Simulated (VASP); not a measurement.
# AlN (F-43m) in VASP: notebook

Aim: see how the results for AlN move with the level of theory and the settings. Levels: PBE, LDA. Tasks: single point.

Everything below comes from runs of VASP 6.6.1. Logs are shortened: lines on timing, memory, paths and dates and some standing lists are left out, and cuts for length are marked.

## (1) The cell of the first run

Symmetry: F-43m, No. 216, cubic system. Conventional cell: a = 4.370 Å, b = 4.370 Å, c = 4.370 Å, α = 90.00°, β = 90.00°, γ = 90.00°. Al (site symmetry -43m) has 4 N at 1.89 Å within 2.5 Å. N (site symmetry -43m) has 4 Al at 1.89 Å within 2.5 Å.

## (2) Single point, PBE

INCAR reads:

```
PREC     = Accurate       # precision mode
ENCUT    = 520            # plane-wave cutoff, eV
EDIFF    = 1E-6           # SCF threshold, eV
ISMEAR   = 0              # smearing method
SIGMA    = 0.01           # smearing width, eV
LREAL    = F              # projectors in reciprocal space
LASPH    = T              # aspherical terms in the spheres
NELM     = 80             # most SCF steps
ALGO     = Normal         # electronic algorithm
ISIF     = 2              # what is computed and relaxed
LWAVE    = F              # write WAVECAR
LCHARG   = T              # write CHGCAR
GGA      = PE             # functional
LELF     = T              # ELF
LVHAR    = T            
NBANDS   = 11             # bands
```

KPOINTS reads:

```
regular mesh
0
Gamma
  6 6 6
```

POSCAR reads:

```
AlN
1.0
    0.0000000000      2.1848764832      2.1848764832
    2.1848764832      0.0000000000      2.1848764832
    2.1848764832      2.1848764832      0.0000000000
Al N
1 1
Direct
    0.0000000000      0.0000000000      0.0000000000
    0.7500000000      0.7500000000      0.7500000000
```

Potentials or basis: VASP PAW PBE potentials, release 64 (Al, N).

Run with:

```bash
$ cat potpaw_PBE.64/Al/POTCAR potpaw_PBE.64/N/POTCAR > POTCAR
$ mpirun -np 1 vasp_std > vasp.out
```

OUTCAR:

```text
PREC = Accurate
   ENCUT = 520
   EDIFF = 1E-6
   ISMEAR = 0
   LREAL = F
   LASPH = T
   NELM = 80
   ISIF = 2
   GGA = PE

 ion  position               nearest neighbor table
   1  0.000  0.000  0.000-   2 1.89   2 1.89   2 1.89   2 1.89
   2  0.750  0.750  0.750-   1 1.89   1 1.89   1 1.89   1 1.89

  LATTYP: Found a face centered cubic cell.
 ALAT       =     4.3697529664

  Lattice vectors:

 A1 = (   0.0000000000,   2.1848764832,   2.1848764832)
 A2 = (   2.1848764832,   0.0000000000,   2.1848764832)
 A3 = (   2.1848764832,   2.1848764832,   0.0000000000)

Analysis of symmetry for initial positions (statically):
=====================================================================
 Subroutine PRICEL returns:
 Original cell was already a primitive cell.

 Routine SETGRP: Setting up the symmetry group for a
 face centered cubic supercell.

 Subroutine GETGRP returns: Found 24 space group operations
 (whereof 24 operations were pure point group operations)
 out of a pool of 48 trial point group operations.

The static configuration has the point symmetry T_d .

Analysis of symmetry for dynamics (positions and initial velocities):
=====================================================================
 Subroutine PRICEL returns:
 Original cell was already a primitive cell.

 Routine SETGRP: Setting up the symmetry group for a
 face centered cubic supercell.

 Subroutine GETGRP returns: Found 24 space group operations
 (whereof 24 operations were pure point group operations)
 out of a pool of 48 trial point group operations.

The dynamic configuration has the point symmetry T_d .

 Subroutine INISYM returns: Found 24 space group operations
 (whereof 24 operations are pure point group operations),
 and found     1 'primitive' translations

----------------------------------------------------------------------------------------

                                     Primitive cell

  volume of cell :      20.8598

  direct lattice vectors                    reciprocal lattice vectors
     0.000000000  2.184876483  2.184876483    -0.228845888  0.228845888  0.228845888
     2.184876483  0.000000000  2.184876483     0.228845888 -0.228845888  0.228845888
     2.184876483  2.184876483  0.000000000     0.228845888  0.228845888 -0.228845888

  length of vectors
     3.089881955  3.089881955  3.089881955     0.396372706  0.396372706  0.396372706

  position of ions in fractional coordinates (direct lattice)
     0.000000000  0.000000000  0.000000000
     0.750000000  0.750000000  0.750000000

  ion indices of the primitive-cell ions
   primitive index   ion index
                 1           1
                 2           2

----------------------------------------------------------------------------------------

 KPOINTS: regular mesh

Automatic generation of k-mesh.
 Grid dimensions read from file:
 generate k-points for:    6    6    6

 Generating k-lattice:

  Cartesian coordinates                     Fractional coordinates (reciprocal lattice)
    -0.038140981  0.038140981  0.038140981     0.166666667  0.000000000  0.000000000
     0.038140981 -0.038140981  0.038140981     0.000000000  0.166666667  0.000000000
     0.038140981  0.038140981 -0.038140981     0.000000000  0.000000000  0.166666667

  Length of vectors
     0.066062118  0.066062118  0.066062118

  Shift w.r.t. Gamma in fractional coordinates (k-lattice)
     0.000000000  0.000000000  0.000000000

 Subroutine IBZKPT returns following result:
 ===========================================

 Found     16 irreducible k-points:

 Following reciprocal coordinates:
            Coordinates               Weight
  0.000000  0.000000  0.000000      1.000000
  0.166667  0.000000  0.000000      8.000000
  0.333333  0.000000  0.000000      8.000000
  0.500000  0.000000  0.000000      4.000000
  0.166667  0.166667  0.000000      6.000000
  0.333333  0.166667  0.000000     24.000000
[... 8 lines left out ...]
 -0.333333  0.333333  0.166667     24.000000
 -0.333333  0.500000  0.166667     12.000000
   k-points           NKPTS =     16   k-points in BZ     NKDIM =     16   number of bands    NBANDS=     11
   number of dos      NEDOS =    301   number of ions     NIONS =      2
   total plane-waves  NPLWV =  13824
   dimension x,y,z NGX =    24 NGY =   24 NGZ =   24
   dimension x,y,z NGXF=    48 NGYF=   48 NGZF=   48
   ions per type =               1   1
   NGX,Y,Z   is equivalent  to a cutoff of  12.91, 12.91, 12.91 a.u.
   NGXF,Y,Z  is equivalent  to a cutoff of  25.83, 25.83, 25.83 a.u.
 SYSTEM =  unknown system
   PREC   = accura    normal or accurate (medium, high low for compatibility)
   ISTART =      0    job   : 0-new  1-cont  2-samecut
   ICHARG =      2    charge: 1-file 2-atom 10-const
   ISPIN  =      1    spin polarized calculation?
   LNONCOLLINEAR =      F non collinear calculations
   LSORBIT =      F    spin-orbit coupling
   LASPH  =      T    aspherical Exc in radial PAW
   ENCUT  =  520.0 eV  38.22 Ry    6.18 a.u.   5.75  5.75  5.75*2*pi/ulx,y,z
   NELM   =     80;   NELMIN=  2; NELMDL= -5     # of ELM steps
   EDIFF  = 0.1E-05   stopping-criterion for ELM
   LREAL  =      F    real-space projection
   EDIFFG = 0.1E-04   stopping-criterion for IOM
   NSW    =      0    number of steps for IOM
   IBRION =     -1    ionic relax: 0-MD 1-quasi-New 2-CG
   NFREE  =      0    steps in history (QN), initial steepest desc. (CG)
   ISIF   =      2    stress and relaxation
   ISYM   =      2    0-nonsym 1-usesym 2-fastsym
   POTIM  = 0.5000    time-step for ionic-motion
   TEBEG  =    0.0;   TEEND  =   0.0 temperature during run
   PSTRESS=    0.0 pullay stress
   NELECT =       8.0000    total number of electrons
   NUPDOWN=      -1.0000    fix difference up-down
   EMIN   =  10.00;   EMAX   =-10.00  energy-range for DOS
   EFERMI =   0.00;   METHOD = LEGACY
   ISMEAR =     0;   SIGMA  =   0.01  broadening in eV -4-tet -1-fermi 0-gaus
   EFERMI_NEDOS =   21; number of points for ismear=-14 and -15
   IALGO  =     38    algorithm
   IMIX   =      4    mixing-type and parameters
     AMIX     =   0.40;   BMIX     =  1.00
     AMIX_MAG =   1.60;   BMIX_MAG =  1.00
  volume/ion in A,a.u.               =      10.43        70.38
  Fermi-wavevector in a.u.,A,eV,Ry     =   1.189418  2.247675 19.248377  1.414716
  Thomas-Fermi vector in A             =   2.325526
   LORBIT       =      0    0 simple, 1 ext, 2 COOP (PROOUT), +10 PAW based schemes
   GGA     = PE    functional components
   LHFCALC =     F    Hartree Fock is set to
   AEXX    =    0.0000 exact exchange contribution
   IVDW    =     0    specifies the selected vdW correction
   LEPSILON=     F    determine dielectric tensor
   LRPA    =     F    only Hartree local field effects (RPA)
 non-spin polarized calculation
 Gauss-broadening in eV      SIGMA  =   0.01
  energy-cutoff  :      520.00
  volume of cell :       20.86
 maximum number of plane-waves:       588
   NGX = 11   NGY = 11   NGZ = 11

 number of electron       8.0000000 magnetization

 Free energy of the ion-electron system (eV)
  ---------------------------------------------------
  ext. energy  EPLUGINS =         0.00000000
  ---------------------------------------------------
  free energy    TOTEN  =       -14.83935727 eV

  energy without entropy =      -14.83935727  energy(sigma->0) =      -14.83935727

 E-fermi :   6.0030     XC(G=0): -10.9278

 val. band max:        5.9609179778   @ k =   0.0000   0.0000   0.0000
 cond. band min:       9.2760859750   @ k =   0.5000   0.5000   0.0000
 fundamental gap:      3.3151679972
 Fermi energy:         6.0029725947

 k-point     1 :       0.0000    0.0000    0.0000
  band No.  band energies     occupation
      1      -9.0133      2.00000
      2       5.9609      2.00000
      3       5.9609      2.00000
      4       5.9609      2.00000
      5      10.1452      0.00000
      6      18.5073      0.00000
      7      18.5073      0.00000
      8      18.5073      0.00000
      9      23.6379      0.00000
     10      23.6379      0.00000
     11      25.0376      0.00000

 k-point     2 :       0.1667    0.0000    0.0000
  band No.  band energies     occupation
      1      -8.6163      2.00000
      2       4.1088      2.00000
      3       5.8288      2.00000
      4       5.8288      2.00000
      5      11.5669      0.00000
      6      17.5962      0.00000
      7      18.6741      0.00000
      8      18.6741      0.00000
      9      21.8367      0.00000
     10      21.8367      0.00000
     11      23.6097      0.00000

 k-point     3 :       0.3333    0.0000    0.0000
  band No.  band energies     occupation
      1      -7.6318      2.00000
      2       1.4152      2.00000
      3       5.5899      2.00000
      4       5.5899      2.00000
      5      12.9587      0.00000
      6      16.3510      0.00000
      7      17.6826      0.00000
      8      17.6826      0.00000
      9      23.2856      0.00000
     10      23.4731      0.00000
     11      23.4731      0.00000

 k-point     4 :       0.5000    0.0000    0.0000
  band No.  band energies     occupation
      1      -6.9684      2.00000
      2       0.1111      2.00000
      3       5.4813      2.00000
      4       5.4813      2.00000
      5      13.3280      0.00000
      6      15.8166      0.00000
      7      17.0979      0.00000
      8      17.0979      0.00000
      9      23.9308      0.00000
     10      26.0423      0.00000
     11      26.0423      0.00000

 k-point     5 :       0.1667    0.1667    0.0000
  band No.  band energies     occupation
      1      -8.4855      2.00000
      2       4.2349      2.00000
      3       5.4434      2.00000
      4       5.4434      2.00000
      5      11.8458      0.00000
      6      17.1094      0.00000
      7      18.5708      0.00000
      8      19.2355      0.00000
      9      19.2355      0.00000
     10      24.4768      0.00000
     11      26.7346      0.00000
[... 99 lines left out ...]
 k-point    13 :       0.5000    0.5000    0.0000
  band No.  band energies     occupation
      1      -6.3342      2.00000
      2       1.0616      2.00000
      3       4.1883      2.00000
      4       4.1883      2.00000
      5       9.2761      0.00000
      6      14.5666      0.00000
      7      19.9010      0.00000
      8      21.6778      0.00000
      9      21.6778      0.00000
     10      29.4724      0.00000
     11      29.9409      0.00000

 k-point    14 :       0.5000    0.3333    0.1667
  band No.  band energies     occupation
      1      -6.9318      2.00000
      2       1.6495      2.00000
      3       3.6461      2.00000
      4       4.7439      2.00000
      5      12.3871      0.00000
      6      16.4101      0.00000
      7      16.8342      0.00000
      8      19.4417      0.00000
      9      21.6955      0.00000
     10      25.9010      0.00000
     11      29.0456      0.00000

 k-point    15 :      -0.3333    0.3333    0.1667
  band No.  band energies     occupation
      1      -6.4713      2.00000
      2       1.3399      2.00000
      3       3.0304      2.00000
      4       4.3152      2.00000
      5      12.4477      0.00000
      6      16.0283      0.00000
      7      18.0031      0.00000
      8      19.0484      0.00000
      9      22.7787      0.00000
     10      24.5449      0.00000
     11      29.9668      0.00000

 k-point    16 :      -0.3333    0.5000    0.1667
  band No.  band energies     occupation
      1      -6.2922      2.00000
      2       1.6507      2.00000
      3       3.1840      2.00000
      4       3.4619      2.00000
      5      11.2053      0.00000
      6      16.2658      0.00000
      7      18.9328      0.00000
      8      18.9693      0.00000
      9      22.5182      0.00000
     10      26.1621      0.00000
     11      30.5119      0.00000

------------------------ aborting loop because EDIFF is reached ----------------------------------------

  FORCE on cell =-STRESS in cart. coord.  units (eV):
  Direction    XX          YY          ZZ          XY          YZ          ZX
  --------------------------------------------------------------------------------------
  -------------------------------------------------------------------------------------
  Total        0.5628907      0.5628907      0.5628907      0.0000000      0.0000000      0.0000000
  in kB       43.2338572     43.2338572     43.2338572      0.0000000      0.0000000      0.0000000
  external PRESSURE =      43.2338572 kB  Pullay stress =       0.0000000 kB

 VOLUME and BASIS-vectors are now :
 -----------------------------------------------------------------------------
  energy-cutoff  :      520.00
  volume of cell :       20.86
      direct lattice vectors                 reciprocal lattice vectors
     0.000000000  2.184876483  2.184876483    -0.228845888  0.228845888  0.228845888
     2.184876483  0.000000000  2.184876483     0.228845888 -0.228845888  0.228845888
     2.184876483  2.184876483  0.000000000     0.228845888  0.228845888 -0.228845888

 POSITION                                       TOTAL-FORCE (eV/Angst)
 -----------------------------------------------------------------------------------
      0.00000      0.00000      0.00000        -0.000000      0.000000     -0.000000
      3.27731      3.27731      3.27731         0.000000     -0.000000      0.000000
 -----------------------------------------------------------------------------------
    total drift:                               -0.000000     -0.000000     -0.000000

  FREE ENERGIE OF THE ION-ELECTRON SYSTEM (eV)
  ---------------------------------------------------
  free  energy   TOTEN  =       -14.8393572692 eV

  energy  without entropy=      -14.8393572692  energy(sigma->0) =      -14.83935727
```

It took 3.6 s on 1 thread of Intel Xeon Platinum 8259CL at 2.50GHz (Skylake/Cascade Lake), shared host; peak memory 0.13 GiB.

Results:

| Quantity | Value |
| --- | --- |
| Free energy | -14.8394 eV |
| Pressure | 4.3 GPa |
| Band gap on the k mesh | 3.32 eV, indirect (least direct gap 4.18 eV) |

A k mesh can miss the band edges. As with any semilocal functional, this PBE gap is likely too small.

## (3) Single point, PBE

INCAR reads:

```
SYSTEM = AlN
PREC = Accurate
ENCUT = 520
EDIFF = 1E-7
ISMEAR = 0
SIGMA = 0.01
LREAL = .FALSE.
LASPH = .TRUE.
NELM = 100
ALGO = Normal
ISIF = 2
LWAVE = .FALSE.
LCHARG = .FALSE.
GGA = PE
NBANDS = 11
```

KPOINTS reads:

```
Automatic mesh
0
G
  6 6 6
  0 0 0
```

POSCAR is that of step 2.

Potentials or basis: VASP PAW PBE potentials, release 64 (Al, N).

Run with:

```bash
$ cat potpaw_PBE.64/Al/POTCAR potpaw_PBE.64/N/POTCAR > POTCAR
$ mpirun -np 1 vasp_std > vasp.out
```

Wall time 3.3 s (1 thread of Intel Xeon Platinum 8259CL at 2.50GHz (Skylake/Cascade Lake), shared host); peak memory 0.13 GiB.

It converged, with:

* Free energy: -14.8394 eV
* Pressure: 4.3 GPa
* Band gap on the k mesh: 3.32 eV, indirect (least direct gap 4.18 eV)

Levels at points of the mesh, in eV from the valence-band top:
| k point | band 1 | band 2 | band 3 | band 4 | band 5 | band 6 | band 7 | band 8 | band 9 |
| --- | --- | --- | --- | --- | --- | --- | --- | --- | --- |
| (0.00, 0.00, 0.00) | -14.97 | 0.00 | 0.00 | 0.00 | 4.18 | 12.55 | 12.55 | 12.55 | 17.68 |
| (0.50, 0.00, 0.00) | -12.93 | -5.85 | -0.48 | -0.48 | 7.37 | 9.86 | 11.14 | 11.14 | 17.97 |
| (0.50, 0.50, 0.00) | -12.30 | -4.90 | -1.77 | -1.77 | 3.32 | 8.61 | 13.94 | 15.72 | 15.72 |

[end of part 1 of 2]
